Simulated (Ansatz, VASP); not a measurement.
**HfGa2As2: VASP beside Ansatz**

```
Hf Ga As
1.0
     3.59805    0.00000    0.00000
     0.00000    3.59805    0.00000
     0.00000    0.00000    7.78632
Hf Ga As
1 2 2
Direct
  0.00000 0.00000 0.00000
  0.00000 0.50000 0.50000
  0.50000 0.00000 0.50000
  0.50000 0.50000 0.17666
  0.50000 0.50000 0.82334
```

Change from the starting cell: species swapped into the CeMg2Si2 type (P4/mmm, No. 123).

Alike in both runs: functional PBE; k mesh 6 × 6 × 2; occupations gaussian, width 0.1 eV; no spin polarisation.

Ansatz relaxed the structure, and its values are those at the end. VASP's run is a single point on that final structure, the one shown.

|  | VASP | Ansatz |
| --- | --- | --- |
| version | VASP 6.6.1 | Ansatz 0.2.0 |
| potentials or method | VASP PAW PBE potentials, release 64 (Hf_pv, Ga_d, As), cutoff 520 eV | scalar-relativistic, plane waves, PAW |
| valence electrons in the cell | 46 | 82 |

Ansatz gave:

```
gap on the k mesh at the Fermi level (eV) : none
pressure (GPa)                            : 0.0
rms of the force components (eV/Å)        : 0.001
```

Problem. What did VASP give for the same quantities?

Solution. gap on the k mesh at the Fermi level (eV): none; pressure (GPa): 0.0; rms of the force components (eV/Å): 0.005.

A gap of «none» marks a metal or a gap that the smearing closes. VASP's potentials hold 46 valence electrons a cell and Ansatz's 82, so a difference there can come from the potentials and not from the codes.

The k mesh is coarse, so the values compare programs but aren't converged. Spin-orbit coupling is off throughout.
